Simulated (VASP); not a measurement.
Wanted: the native input for a VASP 6.6.1 run.

* Task: single point
* Functional: PBEsol
* Potentials or basis: VASP PAW PBE potentials, release 64 (Se, Ga_d)
* Cutoff: 520 eV
* k mesh: 6 × 6 × 6
* Occupations: fermi-dirac, width 0.05 eV
* Spin: no spin polarisation
* Dipole correction: no
* k mesh for the DOS: 9 × 9 × 9
* Occupations for the DOS: tetrahedron
* Further INCAR settings: ALGO = Normal; EDIFF = 1e-06; NBANDS = 30

Ga3Se:

```
CELL_PARAMETERS angstrom
4.43246 0.00000 0.00000
0.00000 4.43246 0.00000
0.00000 0.00000 4.43246
ATOMIC_POSITIONS crystal
Se 0.00000 0.00000 0.00000
Ga 0.50000 0.50000 0.00000
Ga 0.50000 0.00000 0.50000
Ga 0.00000 0.50000 0.50000
```

These files were run (other wordings do the same):

POSCAR

```
Ga3Se
1.0
    4.4324650000      0.0000000000      0.0000000000
    0.0000000000      4.4324650000      0.0000000000
    0.0000000000      0.0000000000      4.4324650000
Se Ga
1 3
Direct
    0.0000000000      0.0000000000      0.0000000000
    0.5000000000      0.5000000000      0.0000000000
    0.5000000000      0.0000000000      0.5000000000
    0.0000000000      0.5000000000      0.5000000000
```

INCAR.step1

```
PREC     = Accurate       # precision mode
ENCUT    = 520            # plane-wave cutoff, eV
EDIFF    = 1E-6           # SCF threshold, eV
ISMEAR   = -1             # smearing method
SIGMA    = 0.05           # smearing width, eV
LREAL    = False          # projectors in reciprocal space
LASPH    = True           # aspherical terms in the spheres
NELM     = 100            # most SCF steps
ALGO     = Normal         # electronic algorithm
ISIF     = 2              # what is computed and relaxed
LWAVE    = False          # write WAVECAR
LCHARG   = True           # write CHGCAR
GGA      = PS             # functional
NBANDS   = 30             # bands
```

KPOINTS.step1

```
Automatic mesh
0
Gamma
  6 6 6
```

INCAR.step2

```
PREC     = Accurate       # precision mode
ENCUT    = 520            # plane-wave cutoff, eV
EDIFF    = 1E-6           # SCF threshold, eV
ISMEAR   = -5             # smearing method
SIGMA    = 0.05           # smearing width, eV
LREAL    = False          # projectors in reciprocal space
LASPH    = True           # aspherical terms in the spheres
NELM     = 100            # most SCF steps
ALGO     = Normal         # electronic algorithm
ISIF     = 2              # what is computed and relaxed
LWAVE    = False          # write WAVECAR
LCHARG   = False          # write CHGCAR
GGA      = PS             # functional
LORBIT   = 10             # projections on sites
NBANDS   = 30             # bands
NEDOS    = 1001           # points of the DOS
ICHARG   = 11             # starting density
```

KPOINTS.step2

```
Automatic mesh
0
Gamma
  9 9 9
```

Potentials or basis: VASP PAW PBE potentials, release 64 (Se, Ga_d).

The run is started by

```console
$ cat potpaw_PBE.64/Se/POTCAR potpaw_PBE.64/Ga_d/POTCAR > POTCAR
$ cp INCAR.step1 INCAR
$ cp KPOINTS.step1 KPOINTS
$ mpirun -np 1 vasp_std > vasp.out
$ cp INCAR.step2 INCAR
$ cp KPOINTS.step2 KPOINTS
$ mpirun -np 1 vasp_std > vasp.out
```

It gave:

```
Valence electrons inside the program's atomic spheres : Se 3.72; Ga 11.44
```

Run time: 48 s on 1 thread of Intel(R) Xeon(R) 6975P-C (Granite Rapids), with other jobs on the host, peak memory 0.23 GiB.
